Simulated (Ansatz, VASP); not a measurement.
## Two plane-wave programs on MgH2

```
Mg H
1.0
     2.38233   -2.45723    0.00000
     2.38233    2.45723    0.00000
     0.00000    0.00000    4.49303
Mg H
2 4
Direct
  0.65608 0.34392 0.78564
  0.34392 0.65608 0.28564
  0.35729 0.15599 0.10712
  0.64271 0.84401 0.60712
  0.15599 0.35729 0.60712
  0.84401 0.64271 0.10712
```

Alike in both runs: task relaxation of cell and atoms; functional PBE; k mesh 6 × 6 × 4; occupations gaussian, width 0.1 eV; no spin polarisation.

```csv
,VASP,Ansatz
version,VASP 6.6.1,Ansatz 0.2.0
potentials or method,"VASP PAW PBE potentials, release 64 (Mg, H), cutoff 600 eV","scalar-relativistic, plane waves, PAW"
valence electrons in the cell,8,24
```

Ansatz gave:

```
relaxed volume (Å³/atom)                                     : 9.25
relaxed cell length with the largest relative difference (Å) : 3.428
```

Estimate VASP's values.

relaxed volume (Å³/atom): 9.59; relaxed cell length with the largest relative difference (Å): 3.495.

VASP's potentials hold 8 valence electrons a cell and Ansatz's 24, so a difference there can come from the potentials and not from the codes.
